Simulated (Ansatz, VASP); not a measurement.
Two plane-wave programs on ZrN

Contents of INCAR:

```
SYSTEM = ZrN
PREC = Accurate ; ENCUT = 600
EDIFF = 1E-6 ; ISMEAR = 1
SIGMA = 0.15 ; LREAL = .False.
LASPH = .True. ; NELM = 120
ALGO = Normal ; ISIF = 2
LWAVE = .False. ; LCHARG = .True.
GGA = CA ; LELF = .True.
LVHAR = .True. ; NBANDS = 16
GGA_COMPAT = .False.
```

KPOINTS

```
Automatic mesh
0
Gamma
  3 3 3
  0 0 0
```

Contents of POSCAR:

```
ZrN
1.0
    0.0000000000      2.3000000000      2.3000000000
    2.3000000000      0.0000000000      2.3000000000
    2.3000000000      2.3000000000      0.0000000000
Zr N
1 1
Direct
    0.5000000000      0.5000000000      0.5000000000
    0.0000000000      0.0000000000      0.0000000000
```

Input for Ansatz:

```yaml
crystal:
  lattice:
    - [0.0, 2.3, 2.3]
    - [2.3, 0.0, 2.3]
    - [2.3, 2.3, 0.0]
  atoms:
    - { symbol: Zr, position: [0.5, 0.5, 0.5] }
    - { symbol: "N", position: [0.0, 0.0, 0.0] }
basis:
  ecutwfc: 420.0
kpoints:
  mp_grid:
    grid: [3, 3, 3]
hamiltonian:
  xc: lda
scf:
  occupations:
    method: cold
    width: 0.15
output:
  stress: true
```

Alike in both runs: task single point; functional LDA; k mesh 3 × 3 × 3; no spin polarisation.

|  | VASP | Ansatz |
| --- | --- | --- |
| version | VASP 6.6.1 | Ansatz 0.2.0 |
| potentials or method | VASP PAW LDA potentials, release 64 (Zr_sv, N), cutoff 600 eV | plane waves, PAW |
| occupations | methfessel-paxton of order 1, width 0.15 eV | cold, width 0.15 eV |
| valence electrons in the cell | 17 | 17 |

Ansatz gave:

- pressure (GPa): -10.6

Q: What did VASP give for the same quantities?

A: Pressure (GPa): -9.9.

LDA's correlation is that of Perdew and Zunger in VASP and of Perdew and Wang (1992) in Ansatz.

The k mesh is coarse, so the values compare programs but aren't converged.
